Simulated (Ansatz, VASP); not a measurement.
# Rb2HgN in VASP and in Ansatz

```xyz
4
Lattice="4.0536 0.0000 0.0000 -2.0268 3.5105 0.0000 0.0000 0.0000 8.5754" Properties=species:S:1:pos:R:3 pbc="T T T"
Rb    2.0268    1.1702    5.9369
Rb    2.0268    1.1702    2.6385
Hg    0.0000    0.0000    4.2877
N     0.0000    2.3404    0.0000
```

Alike in both runs: task single point; functional PBE; k mesh 6 × 6 × 2; occupations gaussian, width 0.1 eV; no spin polarisation.

|  | VASP | Ansatz |
| --- | --- | --- |
| version | VASP 6.6.1 | Ansatz 0.2.0 |
| potentials or method | VASP PAW PBE potentials, release 64 (Rb_sv, Hg, N), cutoff 520 eV | scalar-relativistic, plane waves, PAW |
| valence electrons in the cell | 35 | 43 |

VASP gave:

```
gap on the k mesh at the Fermi level (eV)                     : none
pressure (GPa)                                                : 11.2
traceless stress, the component that is largest in VASP (GPa) : -2.54
rms of the force components (eV/Å)                            : 1.887
```

Q: Which values does Ansatz return?

A: gap on the k mesh at the Fermi level (eV): none; pressure (GPa): 11.0; traceless stress, the component that is largest in VASP (GPa): -2.55; rms of the force components (eV/Å): 1.863.

Atom by atom the forces differ by 0.023 eV/Å (rms over components). A gap of «none» marks a metal or a gap that the smearing closes. VASP's potentials hold 35 valence electrons a cell and Ansatz's 43, so a difference there can come from the potentials and not from the codes.

The k mesh is coarse, so the values compare programs but aren't converged. Spin-orbit coupling is off throughout.
